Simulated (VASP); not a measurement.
# PbS (R-3m) in VASP: a series of runs, part 2 of 2

VASP 6.6.1.

### 4 Single point, LDA (equal xy, yz and zx shear strains of +1 %)

File INCAR:

```
SYSTEM = PbS
  PREC = Accurate
  ENCUT = 520
  EDIFF = 1E-7
  ISMEAR = -1
  SIGMA = 0.01
  LREAL = .FALSE.
  LASPH = .TRUE.
  NELM = 100
  ALGO = Normal
  ISIF = 2
  LWAVE = .FALSE.
  LCHARG = .FALSE.
  NBANDS = 17
```

File KPOINTS:

```
regular mesh
0
G
  7 7 7
  0 0 0
```

File POSCAR:

```
PbS
1.0
    0.0296500000      2.9798250000      2.9798250000
    2.9798250000      0.0296500000      2.9798250000
    2.9798250000      2.9798250000      0.0296500000
Pb S
1 1
Direct
    0.0000000000      0.0000000000      0.0000000000
    0.5000000000      0.5000000000      0.5000000000
```

Potentials or basis: VASP PAW LDA potentials, release 64 (Pb_d, S).

Launch:

```console
$ cat potpaw_LDA.64/Pb_d/POTCAR potpaw_LDA.64/S/POTCAR > POTCAR
$ mpirun -np 1 vasp_std > vasp.out
```

OUTCAR:

```text
SYSTEM = PbS
   PREC = Accurate
   ENCUT = 520
   EDIFF = 1E-7
   ISMEAR = -1
   LREAL = .FALSE.
   LASPH = .TRUE.
   NELM = 100
   ISIF = 2

 ion  position               nearest neighbor table
   1  0.000  0.000  0.000-   2 2.97   2 2.97   2 2.97   2 2.97   2 2.97   2 2.97
   2  0.500  0.500  0.500-   1 2.97   1 2.97   1 2.97   1 2.97   1 2.97   1 2.97

  LATTYP: Found a trigonal (rhomboedric) cell.
 ALAT       =     4.2142132343
 COS(alpha) =     0.5099250056

  Lattice vectors:

 A1 = (   0.0296500000,   2.9798250000,   2.9798250000)
 A2 = (   2.9798250000,   0.0296500000,   2.9798250000)
 A3 = (   2.9798250000,   2.9798250000,   0.0296500000)

Analysis of symmetry for initial positions (statically):
=====================================================================
 Subroutine PRICEL returns:
 Original cell was already a primitive cell.

 Routine SETGRP: Setting up the symmetry group for a
 trigonal (rhombohedral) supercell.

 Subroutine GETGRP returns: Found 12 space group operations
 (whereof 12 operations were pure point group operations)
 out of a pool of 12 trial point group operations.

The static configuration has the point symmetry D_3d.

Analysis of symmetry for dynamics (positions and initial velocities):
=====================================================================
 Subroutine PRICEL returns:
 Original cell was already a primitive cell.

 Routine SETGRP: Setting up the symmetry group for a
 trigonal (rhombohedral) supercell.

 Subroutine GETGRP returns: Found 12 space group operations
 (whereof 12 operations were pure point group operations)
 out of a pool of 12 trial point group operations.

The dynamic configuration has the point symmetry D_3d.

 Subroutine INISYM returns: Found 12 space group operations
 (whereof 12 operations are pure point group operations),
 and found     1 'primitive' translations

[... 111 lines left out ...]
   IALGO  =     38    algorithm
   IMIX   =      4    mixing-type and parameters
     AMIX     =   0.40;   BMIX     =  1.00
     AMIX_MAG =   1.60;   BMIX_MAG =  1.00
  volume/ion in A,a.u.               =      26.06       175.89
  Fermi-wavevector in a.u.,A,eV,Ry     =   1.189582  2.247984 19.253668  1.415105
  Thomas-Fermi vector in A             =   2.325686
   LORBIT       =      0    0 simple, 1 ext, 2 COOP (PROOUT), +10 PAW based schemes
   GGA     = CA    functional components
   LHFCALC =     F    Hartree Fock is set to
   AEXX    =    0.0000 exact exchange contribution
   IVDW    =     0    specifies the selected vdW correction
   LEPSILON=     F    determine dielectric tensor
   LRPA    =     F    only Hartree local field effects (RPA)
 non-spin polarized calculation
  energy-cutoff  :      520.00
  volume of cell :       52.13
 maximum number of plane-waves:      1417
   NGX = 15   NGY = 15   NGZ = 15

 number of electron      19.9999998 magnetization

 Free energy of the ion-electron system (eV)
  ---------------------------------------------------
  ext. energy  EPLUGINS =         0.00000000
  ---------------------------------------------------
  free energy    TOTEN  =        -9.98427296 eV

  energy without entropy =       -9.98427296  energy(sigma->0) =       -9.98427296

 E-fermi :   5.5686     XC(G=0): -10.0338

 val. band max:        5.3609813917   @ k =   0.4286   0.4286   0.4286
 cond. band min:       6.1543038932   @ k =   0.4286  -0.0000  -0.0000
 fundamental gap:      0.7933225016
 Fermi energy:         5.5685691172

 k-point     1 :       0.0000    0.0000    0.0000
  band No.  band energies     occupation
      1     -11.1739      2.00000
      2     -11.1739      2.00000
      3     -11.1718      2.00000
      4     -11.1623      2.00000
      5     -11.1623      2.00000
      6      -7.9732      2.00000
[... 457 lines left out ...]
      4     -11.1354      2.00000
      5     -11.1320      2.00000
      6      -6.9173      2.00000
[... 9 lines left out ...]
     16      15.8849      0.00000
     17      16.1389      0.00000

 [... further k-points ...]

------------------------ aborting loop because EDIFF is reached ----------------------------------------

  FORCE on cell =-STRESS in cart. coord.  units (eV):
  Direction    XX          YY          ZZ          XY          YZ          ZX
  --------------------------------------------------------------------------------------
  -------------------------------------------------------------------------------------
  Total       -0.8346384     -0.8346384     -0.8346384     -0.0694274     -0.0694274     -0.0694274
  in kB      -25.6529500    -25.6529500    -25.6529500     -2.1338799     -2.1338799     -2.1338799
  external PRESSURE =     -25.6529500 kB  Pullay stress =       0.0000000 kB

 VOLUME and BASIS-vectors are now :
 -----------------------------------------------------------------------------
  energy-cutoff  :      520.00
  volume of cell :       52.13
      direct lattice vectors                 reciprocal lattice vectors
     0.029650000  2.979825000  2.979825000    -0.170320489  0.168642454  0.168642454
     2.979825000  0.029650000  2.979825000     0.168642454 -0.170320489  0.168642454
     2.979825000  2.979825000  0.029650000     0.168642454  0.168642454 -0.170320489

 POSITION                                       TOTAL-FORCE (eV/Angst)
 -----------------------------------------------------------------------------------
      0.00000      0.00000      0.00000         0.000000     -0.000000     -0.000000
      2.99465      2.99465      2.99465        -0.000000      0.000000      0.000000
 -----------------------------------------------------------------------------------
    total drift:                                0.000000     -0.000000     -0.000000

  FREE ENERGIE OF THE ION-ELECTRON SYSTEM (eV)
  ---------------------------------------------------
  free  energy   TOTEN  =        -9.9842729615 eV

  energy  without entropy=       -9.9842729615  energy(sigma->0) =       -9.98427296
```

OSZICAR:

```text
N       E                     dE             d eps       ncg     rms          rms(c)
DAV:   1     0.157508175675E+03    0.15751E+03   -0.97608E+03  1496   0.124E+03
DAV:   2     0.107144248531E+01   -0.15644E+03   -0.15040E+03  1663   0.315E+02
DAV:   3    -0.101464724982E+02   -0.11218E+02   -0.11153E+02  1907   0.896E+01
DAV:   4    -0.104267055373E+02   -0.28023E+00   -0.28000E+00  1942   0.155E+01
DAV:   5    -0.104374170649E+02   -0.10712E-01   -0.10711E-01  2083   0.292E+00    0.449E+00
DAV:   6    -0.999541286435E+01    0.44200E+00   -0.13148E+00  2370   0.777E+00    0.316E+00
DAV:   7    -0.998830461425E+01    0.71083E-02   -0.10382E-01  1819   0.162E+00    0.174E+00
DAV:   8    -0.998461275728E+01    0.36919E-02   -0.11299E-02  1860   0.103E+00    0.196E-01
DAV:   9    -0.998425400906E+01    0.35875E-03   -0.23043E-03  2315   0.363E-01    0.759E-02
DAV:  10    -0.998427712481E+01   -0.23116E-04   -0.14174E-04  1662   0.709E-02    0.486E-02
DAV:  11    -0.998427309522E+01    0.40296E-05   -0.17724E-05  2098   0.435E-02    0.983E-03
DAV:  12    -0.998427297802E+01    0.11720E-06   -0.82190E-07  2089   0.123E-02    0.261E-03
DAV:  13    -0.998427296153E+01    0.16485E-07   -0.16724E-07  1282   0.248E-03
   1 F= -.99842730E+01 E0= -.99842730E+01  d E =-.245628E-11
```

stdout:

```text
POSCAR found type information on POSCAR PbS
 POSCAR found :  2 types and       2 ions
 scaLAPACK will be used
 LDA part: xc-table for (Slater(with rela. corr.)+CA(PZ))
 , standard interpolation
 POSCAR, INCAR and KPOINTS ok, starting setup
 FFT: planning ... GRIDC
 FFT: planning ... GRID_SOFT
 FFT: planning ... GRID
 WAVECAR not read
 entering main loop
```

Wall time 36 s (1 thread of AMD EPYC 7R43 (Zen 3), shared host); peak memory 0.14 GiB.

Results:

| Quantity | Value |
| --- | --- |
| Free energy | -9.9843 eV |
| Pressure | -2.6 GPa |
| Band gap on the k mesh | 0.79 eV, indirect (least direct gap 0.87 eV) |

Levels at points of the mesh, in eV from the valence-band top:
```tsv
k point	band 8	band 9	band 10	band 11	band 12	band 13
(0.00, 0.00, 0.00)	-2.00	-1.88	-1.88	5.32	5.32	5.32
```

Caveat: the cell differs from its parent crystal (equal xy, yz and zx shear strains of +1 %); spin-orbit coupling is left out, which moves the levels of the heavy elements. A k mesh can miss the band edges.

### 5 Overview

| cell | gap on the mesh (eV) | pressure (GPa) |
| --- | --- | --- |
| a = 4.152 Å, angles 61.3°, 2 atoms | 0.69 | -2.6 |
| a = 4.172 Å, angles 60.7°, 2 atoms | 0.78 | -2.6 |
| a = 4.214 Å, angles 59.3°, 2 atoms | 0.79 | -2.6 |

Alike in all rows: task single point; level LDA; potentials or basis VASP PAW LDA potentials, release 64 (Pb_d, S); no spin polarisation; k mesh 7 × 7 × 7; cutoff (eV) 520; smearing fermi-dirac 0.01 eV.

Caveats: spin-orbit coupling is left out, which moves the levels of the heavy elements.

Total energies depend on the potentials used, so only differences within one code and one set of settings carry meaning.
